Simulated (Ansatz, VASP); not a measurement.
# One calculation of Os, two programs

```
CELL_PARAMETERS angstrom
2.73410 0.00000 0.00000
-1.36705 2.36780 0.00000
0.00000 0.00000 4.31970
ATOMIC_POSITIONS crystal
Os 0.66667 0.33333 0.75000
Os 0.33333 0.66667 0.25000
```

Alike in both runs: task relaxation of cell and atoms; functional PBEsol; dispersion D4; k mesh 11 × 11 × 6; occupations fermi-dirac, width 0.05 eV; no spin polarisation.

|  | VASP | Ansatz |
| --- | --- | --- |
| version | VASP 6.6.1 | Ansatz 0.2.0 |
| potentials or method | VASP PAW PBE potentials, release 64 (Os), cutoff 600 eV | all-electron LAPW, scalar-relativistic |

VASP gave:

| Property | Result |
| --- | --- |
| relaxed volume (Å³/atom) | 13.78 |
| relaxed cell length with the largest relative difference (Å) | 2.721 |

Q: What did Ansatz give for the same quantities?

A: Relaxed volume (Å³/atom): 13.76; relaxed cell length with the largest relative difference (Å): 2.719.

VASP's potentials were made for PBE, not for PBEsol. Ansatz ran all-electron here, and VASP with PAW potentials.

Neither program's run includes spin-orbit coupling.
